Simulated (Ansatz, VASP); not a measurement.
**SiC2 in VASP and in Ansatz**

```
CELL_PARAMETERS angstrom
2.70481 0.00000 0.00000
-1.35240 2.34243 0.00000
0.00000 0.00000 7.86367
ATOMIC_POSITIONS crystal
Si 0.66667 0.33333 0.84593
Si 0.66667 0.33333 0.15407
C 0.33333 0.66667 0.62451
C 0.33333 0.66667 0.00000
C 0.33333 0.66667 0.37549
C 0.66667 0.33333 0.50000
```

Alike in both runs: functional PBE; k mesh 18 × 18 × 6; occupations gaussian, width 0.1 eV; no spin polarisation.

Ansatz relaxed the structure, and its values are those at the end. VASP's run is a single point on that final structure, the one shown.

```csv
,VASP,Ansatz
version,VASP 6.6.1,Ansatz 0.2.0
potentials or method,"VASP PAW PBE potentials, release 64 (Si, C), cutoff 520 eV","scalar-relativistic, plane waves, PAW"
valence electrons in the cell,24,24
```

```tsv
	VASP	Ansatz	Ansatz less VASP
gap on the k mesh at the Fermi level (eV)	none	none	-
pressure (GPa)	0.1	0.0	-0.12
rms of the force components (eV/Å)	0.004	0.000	-0.0039
```

A gap of «none» marks a metal or a gap that the smearing closes.
